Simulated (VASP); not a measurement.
Here is a VASP 6.6.1 calculation.

POSCAR

```
ZrC
1.0
    2.9161228722      0.0000000000      0.0000000000
    0.0000000000      2.9161228722      0.0000000000
    0.0000000000      0.0000000000      2.9161228722
Zr C
1 1
Direct
    0.0000000000      0.0000000000      0.0171460539
    0.5000000000      0.5000000000      0.5000000000
```

File INCAR.step1:

```
PREC = Accurate ; ENCUT = 660
ISMEAR = 0 ; SIGMA = 0.05
LREAL = F ; LASPH = T
NELM = 120 ; NBANDS = 15
GGA = PE ; ALGO = Normal
EDIFF = 1E-5 ; LWAVE = T
LCHARG = F ; GGA_COMPAT = F
```

INCAR.step2

```
PREC = Accurate ; ENCUT = 660
EDIFF = 1E-6 ; ISMEAR = 0
SIGMA = 0.05 ; LREAL = F
LASPH = T ; NELM = 120
ALGO = Normal ; ISIF = 2
LWAVE = F ; LCHARG = F
METAGGA = R2SCAN ; LMIXTAU = T
NBANDS = 15 ; ISTART = 1
GGA_COMPAT = F
```

The input KPOINTS:

```
Automatic mesh
0
Gamma
  12 12 12
```

Potentials or basis: VASP PAW PBE potentials, release 64 (Zr_sv, C).

Command:

```console
$ cat potpaw_PBE.64/Zr_sv/POTCAR potpaw_PBE.64/C/POTCAR > POTCAR
$ cp INCAR.step1 INCAR
$ mpirun -np 1 vasp_std > vasp.out
$ cp INCAR.step2 INCAR
$ mpirun -np 1 vasp_std > vasp.out
```

(1) Estimate the band gap on the k mesh.

(2) What does it give for the largest force?

(3) Predict the pressure.

Results:

(1) zero (bands 8 and 9 overlap by 2.15 eV).

(2) 0.011 eV/Å.

(3) 0.2 GPa.

Caveat: the PAW data sets were made with another functional, which shifts forces and pressure a little.
